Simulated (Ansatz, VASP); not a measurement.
# Two plane-wave programs on Ba

```
CELL_PARAMETERS angstrom
0.00000 3.08145 3.08145
3.08145 0.00000 3.08145
3.08145 3.08145 0.00000
ATOMIC_POSITIONS crystal
Ba 0.00000 0.00000 0.00000
```

Alike in both runs: task relaxation of cell and atoms; functional PBEsol; k mesh 12 × 12 × 12; occupations gaussian, width 0.1 eV; no spin polarisation.

|  | VASP | Ansatz |
| --- | --- | --- |
| version | VASP 6.6.1 | Ansatz 0.2.0 |
| potentials or method | VASP PAW PBE potentials, release 64 (Ba_sv), cutoff 600 eV | scalar-relativistic, plane waves, PAW |
| valence electrons in the cell | 10 | 10 |

|  | VASP | Ansatz | Ansatz less VASP |
| --- | --- | --- | --- |
| gap on the k mesh at the Fermi level, each at its own relaxed structure (eV) | none | none | - |
| relaxed volume (Å³/atom) | 58.75 | 58.52 | -0.228 |
| relaxed length of the cell vector where the two differ most in proportion (Å) | 4.363 | 4.358 | -0.0057 |

VASP's potentials were made for PBE, not for PBEsol. A gap of «none» marks a metal or a gap that the smearing closes.

Spin-orbit coupling is off throughout.
